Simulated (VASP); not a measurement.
A run of VASP 6.6.1 is set up as follows.

Contents of POSCAR:

```
CoSi
1.0
    2.7813340000      0.0000000000      0.0000000000
    0.0000000000      2.7813340000      0.0000000000
    0.0000000000      0.0000000000      2.7813340000
Co Si
1 1
Direct
    0.0000000000      0.0000000000      0.0000000000
    0.5000000000      0.5000000000      0.5000000000
```

The input INCAR.step1:

```
SYSTEM = CoSi
PREC     = Accurate       ! precision mode
ENCUT    = 520            ! plane-wave cutoff, eV
EDIFF    = 1E-5           ! SCF threshold, eV
ISMEAR   = -1             ! smearing method
SIGMA    = 0.05           ! smearing width, eV
LREAL    = .FALSE.        ! projectors in reciprocal space
LASPH    = .TRUE.         ! aspherical terms in the spheres
NELM     = 150            ! most SCF steps
ALGO     = Normal         ! electronic algorithm
ISIF     = 2              ! what is computed and relaxed
LWAVE    = .TRUE.         ! write WAVECAR
LCHARG   = .FALSE.        ! write CHGCAR
ISPIN    = 2              ! spin polarisation
MAGMOM   = 2 0            ! initial moments
LORBIT   = 11             ! projections on sites
LMAXMIX  = 4              ! l up to which the mixer works
NBANDS   = 18             ! bands
GGA      = PE             ! functional
```

Contents of INCAR.step2:

```
SYSTEM = CoSi
PREC     = Accurate       ! precision mode
ENCUT    = 520            ! plane-wave cutoff, eV
EDIFF    = 1E-7           ! SCF threshold, eV
ISMEAR   = -1             ! smearing method
SIGMA    = 0.05           ! smearing width, eV
LREAL    = .FALSE.        ! projectors in reciprocal space
LASPH    = .TRUE.         ! aspherical terms in the spheres
NELM     = 150            ! most SCF steps
ALGO     = Normal         ! electronic algorithm
ISIF     = 2              ! what is computed and relaxed
LWAVE    = .FALSE.        ! write WAVECAR
LCHARG   = .FALSE.        ! write CHGCAR
ISPIN    = 2              ! spin polarisation
MAGMOM   = 2 0            ! initial moments
LORBIT   = 11             ! projections on sites
LMAXMIX  = 4              ! l up to which the mixer works
GGA      = PE             ! functional
LHFCALC  = .TRUE.         ! exact exchange
AEXX     = 0.25           ! exact-exchange fraction
PRECFOCK = Normal       
NBANDS   = 18             ! bands
ISTART   = 1
```

The input KPOINTS:

```
Automatic mesh
0
G
  5 5 5
  0 0 0
```

Potentials or basis: VASP PAW PBE potentials, release 64 (Co, Si).

Launch:

```sh
$ cat potpaw_PBE.64/Co/POTCAR potpaw_PBE.64/Si/POTCAR > POTCAR
$ cp INCAR.step1 INCAR
$ mpirun -np 1 vasp_std > vasp.out
$ cp INCAR.step2 INCAR
$ mpirun -np 1 vasp_std > vasp.out
```

(1) What does it give for the pressure?

(2) Estimate the site moments.

(3) Predict the net moment.

## Answers

(1) -3.7 GPa.

(2) Co +0.98; Si +0.02 μB.

(3) 0.87 μB per cell.

Caveat: the k points lie up to 0.45 Å⁻¹ apart; the PAW data sets were made with another functional, which shifts forces and pressure a little.
